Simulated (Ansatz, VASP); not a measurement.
**SnO2: VASP beside Ansatz**

INCAR

```
ALGO = Normal
EDIFF = 1E-7
ENCUT = 520
GGA = PE
ISIF = 2
ISMEAR = 0
LASPH = T
LCHARG = F
LREAL = F
LWAVE = F
NBANDS = 35
NELM = 100
PREC = Accurate
SIGMA = 0.02
```

File KPOINTS:

```
k-points
0
Gamma
  10 10 10
```

File POSCAR:

```
SnO2
1.0
   -2.0261375586      2.0261375586      5.1813792137
    2.0261375586     -2.0261375586      5.1813792137
    2.0261375586      2.0261375586     -5.1813792137
Sn O
2 4
Direct
    0.7500000000      0.2500000000      0.5000000000
    0.0000000000      0.0000000000      0.0000000000
    0.7975932603      0.7975932603      0.0000000000
    0.9524067397      0.4524067397      0.5000000000
    0.2024067397      0.2024067397      0.0000000000
    0.5475932603      0.0475932603      0.5000000000
```

Input for Ansatz:

```yaml
crystal:
  lattice:
    - [-2.0261375586, 2.0261375586, 5.1813792137]
    - [2.0261375586, -2.0261375586, 5.1813792137]
    - [2.0261375586, 2.0261375586, -5.1813792137]
  atoms:
    - { symbol: Sn, position: [0.75, 0.25, 0.5] }
    - { symbol: Sn, position: [0.0, 0.0, 0.0] }
    - { symbol: O, position: [0.7975932603, 0.7975932603, 0.0] }
    - { symbol: O, position: [0.9524067397, 0.4524067397, 0.5] }
    - { symbol: O, position: [0.2024067397, 0.2024067397, 0.0] }
    - { symbol: O, position: [0.5475932603, 0.0475932603, 0.5] }
basis:
  ecutwfc: 420
kpoints:
  mp_grid: { grid: [10, 10, 10] }
  band_path: { path: [VBM, CBM], npoints: 2 }
hamiltonian:
  xc: pbe
scf:
  occupations: { method: gaussian, width: 0.02 }
output:
  forces: false
  stress: false
  eigenvalues: true
checkpoint:
  read: start.run
  write: ck
  compress: false
  write_wavefunctions: false
  write_every: 100000
```

Alike in both runs: task single point; functional PBE; k mesh 10 × 10 × 10; occupations gaussian, width 0.02 eV; no spin polarisation.

```csv
,VASP,Ansatz
version,VASP 6.6.1,Ansatz 0.2.0
potentials or method,"VASP PAW PBE potentials, release 64 (Sn_d, O), cutoff 520 eV","scalar-relativistic, plane waves, PAW"
valence electrons in the cell,52,52
```

VASP gave:

| Quantity | Value |
| --- | --- |
| gap on the k mesh at the Fermi level (eV) | 1.31 |
| least direct gap on the mesh (eV) | 1.64 |

Problem. Estimate Ansatz's values.

Solution. gap on the k mesh at the Fermi level (eV): 1.32; least direct gap on the mesh (eV): 1.66.
